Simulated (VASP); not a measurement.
Wanted: the native input for a VASP 6.6.1 run.

```
Task                   : single point
Functional             : LDA
Potentials or basis    : VASP PAW LDA potentials, release 64 (Sb)
Cutoff                 : 520 eV
k mesh                 : 13 × 13 × 9
Occupations            : fermi-dirac, width 0.1 eV
Spin                   : no spin polarisation
Dipole correction      : no
Further INCAR settings : ALGO = Normal; EDIFF = 1e-07; NBANDS = 12
```

The structure of Sb lies in POSCAR:

```
Sb
1.0
   -2.9046239457      2.9065048160      1.5517599055
    2.9065048160     -2.9046239457      1.5517599055
    2.9387459103      2.9387459103     -1.5483150880
Sb
2
Direct
    0.9999743445      0.0000256555      0.0000000000
    0.7500256555      0.2499743445      0.5000000000
```

One way to write it, as run:

INCAR

```
PREC     = Accurate       # precision mode
ENCUT    = 520            # plane-wave cutoff, eV
EDIFF    = 1E-7           # SCF threshold, eV
ISMEAR   = -1             # smearing method
SIGMA    = 0.1            # smearing width, eV
LREAL    = False          # projectors in reciprocal space
LASPH    = True           # aspherical terms in the spheres
NELM     = 60             # most SCF steps
ALGO     = Normal         # electronic algorithm
ISIF     = 2              # what is computed and relaxed
LWAVE    = False          # write WAVECAR
LCHARG   = False          # write CHGCAR
NBANDS   = 12             # bands
```

KPOINTS

```
Automatic mesh
0
Gamma
  13 13 9
```

Potentials or basis: VASP PAW LDA potentials, release 64 (Sb).

Run with:

```console
$ cat potpaw_LDA.64/Sb/POTCAR > POTCAR
$ mpirun -np 1 vasp_std > vasp.out
```

Results of the run:

| Item | Value |
| --- | --- |
| Pressure | 3.4 GPa |
| Largest force | 0.004 eV/Å |
| Band gap on the k mesh | zero (bands 5 and 6 overlap by 5.98 eV) |

Caveat: the cell stands under pressure; spin-orbit coupling is left out, which moves the levels of the heavy elements.

Run time: 2.1 min on 1 thread of AMD EPYC 9R45 96-Core Processor (Zen 5) (shared host), peak memory 0.31 GiB.
